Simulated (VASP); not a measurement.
# Ta6N5 (a cell with a defect) in VASP: a series of runs, part 2 of 2

VASP 6.6.1. The steps go on from the part before.

## 3. Single point, PBEsol

Contents of INCAR:

```
SYSTEM = Ta6N5
ALGO     = Normal         ! electronic algorithm
EDIFF    = 1E-6           ! SCF threshold, eV
ENCUT    = 520            ! plane-wave cutoff, eV
GGA      = PS             ! functional
ISIF     = 2              ! what is computed and relaxed
ISMEAR   = -1             ! smearing method
LASPH    = .True.         ! aspherical terms in the spheres
LCHARG   = .False.        ! write CHGCAR
LREAL    = .False.        ! projectors in reciprocal space
LWAVE    = .False.        ! write WAVECAR
NBANDS   = 56             ! bands
NELM     = 60             ! most SCF steps
PREC     = Accurate       ! precision mode
SIGMA    = 0.5            ! smearing width, eV
```

Contents of KPOINTS:

```
k-points
0
Gamma
  4 4 3
  0 0 0
```

Contents of POSCAR:

```
Ta6N5
1.0
    5.1873401000     -0.0000000300      0.0000000000
   -2.5936700200      4.4923683200      0.0000000000
    0.0000000000      0.0000000000      5.8095353900
Ta N
6 5
Direct
   -0.0012889907     -0.0047151076     -0.0014947839
    0.3265703204      0.6620033795      0.2484217589
    0.6598312034      0.3285467519      0.2484282999
   -0.0100997833     -0.0047153303      0.4985080227
    0.3265662481      0.6619987049      0.7485626144
    0.6598247523      0.3285454163      0.7485715652
    0.3935689835     -0.0047248994     -0.0015063167
    0.6031061756      0.6026729834     -0.0015099314
   -0.0042790567      0.3878893883     -0.0015101035
    0.5927296147     -0.4038161729      0.4984959735
   -0.0081790526      0.3943483422      0.4985056129
```

Potentials or basis: VASP PAW PBE potentials, release 64 (Ta_pv, N).

The run is started by

```
cat potpaw_PBE.64/Ta_pv/POTCAR potpaw_PBE.64/N/POTCAR > POTCAR
mpirun -np 1 vasp_std > vasp.out
```

OUTCAR:

```text
SYSTEM = Ta6N5
   EDIFF = 1E-6
   ENCUT = 520
   GGA = PS
   ISIF = 2
   ISMEAR = -1
   LASPH = .True.
   LREAL = .False.
   NELM = 60
   PREC = Accurate

 ion  position               nearest neighbor table
   1  0.999  0.995  0.999-   9 2.04   8 2.04   7 2.05   4 2.91   4 2.91   3 3.31   6 3.31   2 3.31
                             5 3.31   2 3.33   5 3.33   3 3.33   6 3.33   2 3.35   3 3.35   6 3.35
   2  0.327  0.662  0.248-  10 2.15   7 2.15   9 2.15  11 2.15   8 2.17   5 2.90   5 2.91   3 2.99
                             3 3.00   3 3.00   1 3.31   4 3.32   1 3.33   4 3.33   4 3.34   1 3.35
   3  0.660  0.329  0.248-  11 2.15   7 2.15   8 2.15  10 2.15   9 2.17   6 2.90   6 2.91   2 2.99
                             2 3.00   2 3.00   1 3.31   4 3.32   1 3.33   4 3.33   4 3.34   1 3.35
   4  0.990  0.995  0.499-  11 2.07  10 2.07   1 2.91   1 2.91   5 3.32   6 3.32   3 3.32   2 3.32
                             5 3.33   2 3.33   6 3.33   3 3.33   6 3.34   3 3.34   5 3.34   2 3.34
   5  0.327  0.662  0.749-  10 2.15   7 2.15   9 2.15  11 2.15   8 2.17   2 2.90   2 2.91   6 2.99
                             6 3.00   6 3.00   1 3.31   4 3.32   1 3.33   4 3.33   4 3.34   1 3.35
   6  0.660  0.329  0.749-  11 2.15   7 2.15   8 2.15  10 2.15   9 2.17   3 2.90   3 2.91   5 2.99
                             5 3.00   5 3.00   1 3.31   4 3.32   1 3.33   4 3.33   4 3.34   1 3.35
   7  0.394  0.995  0.998-   1 2.05   6 2.15   2 2.15   3 2.15   5 2.15
   8  0.603  0.603  0.998-   1 2.04   6 2.15   3 2.15   5 2.17   2 2.17
   9  0.996  0.388  0.998-   1 2.04   5 2.15   2 2.15   6 2.17   3 2.17
  10  0.593  0.596  0.498-   4 2.07   5 2.15   2 2.15   3 2.15   6 2.15
  11  0.992  0.394  0.499-   4 2.07   6 2.15   3 2.15   5 2.15   2 2.15

  LATTYP: Found a hexagonal cell.
 ALAT       =     5.1873401000
 C/A-ratio  =     1.1199449579

  Lattice vectors:

 A1 = (   5.1873401000,  -0.0000000300,   0.0000000000)
 A2 = (  -2.5936700200,   4.4923683200,   0.0000000000)
 A3 = (   0.0000000000,   0.0000000000,   5.8095353900)

Analysis of symmetry for initial positions (statically):
=====================================================================
 Subroutine PRICEL returns:
 Original cell was already a primitive cell.

[... 173 lines left out ...]
 maximum number of plane-waves:      3693
 NGX is ok and might be reduce to    40
   NGX = 19   NGY = 19   NGZ = 21

 number of electron      91.0000001 magnetization

 Free energy of the ion-electron system (eV)
  ---------------------------------------------------
  ext. energy  EPLUGINS =         0.00000000
  ---------------------------------------------------
  free energy    TOTEN  =      -132.14882682 eV

  energy without entropy =     -128.98994173  energy(sigma->0) =     -130.56938428

 E-fermi :   7.2502     XC(G=0): -12.9231

 val. band max:        7.2029071005   @ k =   0.0000   0.0000   0.3333
 cond. band min:       7.2637322787   @ k =   0.5000   0.2500   0.3333
 fundamental gap:      0.0608251783
 Fermi energy:         7.2501978530

 k-point     1 :       0.0000    0.0000    0.0000
  band No.  band energies     occupation
      1     -28.5947      2.00000
      2     -28.3976      2.00000
      3     -28.3256      2.00000
      4     -28.1937      2.00000
      5     -28.1694      2.00000
      6     -28.0881      2.00000
[... 1405 lines left out ...]
     55      10.2778      0.00468
     56      10.3763      0.00385

 [... further k-points ...]

------------------------ aborting loop because EDIFF is reached ----------------------------------------

  FORCE on cell =-STRESS in cart. coord.  units (eV):
  Direction    XX          YY          ZZ          XY          YZ          ZX
  --------------------------------------------------------------------------------------
  -------------------------------------------------------------------------------------
  Total       -5.6320967     -4.7252390      0.5356611     -0.0026366      0.0007048     -0.0004262
  in kB      -66.6529244    -55.9207363      6.3392694     -0.0312027      0.0083408     -0.0050439
  external PRESSURE =     -38.7447971 kB  Pullay stress =       0.0000000 kB

 VOLUME and BASIS-vectors are now :
 -----------------------------------------------------------------------------
  energy-cutoff  :      520.00
  volume of cell :      135.38
      direct lattice vectors                 reciprocal lattice vectors
     5.187340100 -0.000000030  0.000000000     0.192777027  0.111299867  0.000000000
    -2.593670020  4.492368320  0.000000000     0.000000001  0.222599736  0.000000000
     0.000000000  0.000000000  5.809535390     0.000000000  0.000000000  0.172130804

 POSITION                                       TOTAL-FORCE (eV/Angst)
 -----------------------------------------------------------------------------------
      2.59921      4.47119      5.80085         0.002297     -0.000871     -0.000412
     -0.02299      2.97396      1.44321        -0.011448      0.022437      0.019270
      2.57063      1.47595      1.44325        -0.009893     -0.022288      0.018664
      2.55351      4.47119      2.89610         0.051076     -0.001362     -0.000620
     -0.02300      2.97394      4.34880        -0.011326      0.023204     -0.018452
      2.57060      1.47595      4.34885        -0.009742     -0.022383     -0.019410
     -0.53984      4.47114      5.80078         0.004985      0.000056      0.000392
      1.56538      2.70743      5.80076        -0.001888     -0.005337      0.000803
      4.15909      1.74254      5.80076        -0.003147      0.005019      0.000694
      1.52839      2.67828      2.89603        -0.004646      0.000524     -0.000064
      4.12210      1.77156      2.89609        -0.006267      0.001002     -0.000865
 -----------------------------------------------------------------------------------
    total drift:                                0.000105      0.000003     -0.000163

  FREE ENERGIE OF THE ION-ELECTRON SYSTEM (eV)
  ---------------------------------------------------
  free  energy   TOTEN  =      -132.1488268211 eV

  energy  without entropy=     -128.9899417324  energy(sigma->0) =     -130.56938428
```

stdout:

```text
POSCAR found type information on POSCAR TaN
 POSCAR found :  2 types and      11 ions
 scaLAPACK will be used
 -----------------------------------------------------------------------------
|                                                                             |
|                                                                             |
|     You enforced a specific xc type in the INCAR file but a different       |
|     I HOPE YOU KNOW WHAT YOU ARE DOING!                                     |
|                                                                             |
 -----------------------------------------------------------------------------

 LDA part: xc-table for (Slater+PW92), standard interpolation
 POSCAR, INCAR and KPOINTS ok, starting setup
 FFT: planning ... GRIDC
 FFT: planning ... GRID_SOFT
 FFT: planning ... GRID
 WAVECAR not read
 entering main loop
```

Run time: 5.6 min. Hardware: 1 thread of Intel Xeon Platinum 8375C at 2.90GHz (Ice Lake), shared host; peak memory 0.34 GiB.

What came out:

| Property | Result |
| --- | --- |
| Free energy | -132.1488 eV |
| Pressure | -3.9 GPa |
| Largest force | 0.051 eV/Å |
| Band gap on the k mesh | zero (an odd number of electrons rules out a gap without spin polarisation) |

Forces in eV/Å, atoms in the order of the input:
```
Ta   0.002 -0.001  0.000
Ta  -0.011  0.022  0.019
Ta  -0.010 -0.022  0.019
Ta   0.051 -0.001 -0.001
Ta  -0.011  0.023 -0.018
Ta  -0.010 -0.022 -0.019
N    0.005  0.000  0.000
N   -0.002 -0.005  0.001
N   -0.003  0.005  0.001
N   -0.005  0.001  0.000
N   -0.006  0.001 -0.001
```

Caveat: the k points lie up to 0.36 Å⁻¹ apart, too coarse for converged energies and pressures of a metal; so wide a smearing shifts energies and pressures; the PAW data sets were made with another functional, which shifts forces and pressure a little; spin-orbit coupling is left out, which moves the levels of the heavy elements; an odd number of electrons without spin polarisation forces a metal; a magnetic or distorted state may lie lower.

The gap in the log of VASP goes by the Fermi energy; the results here count the filled bands.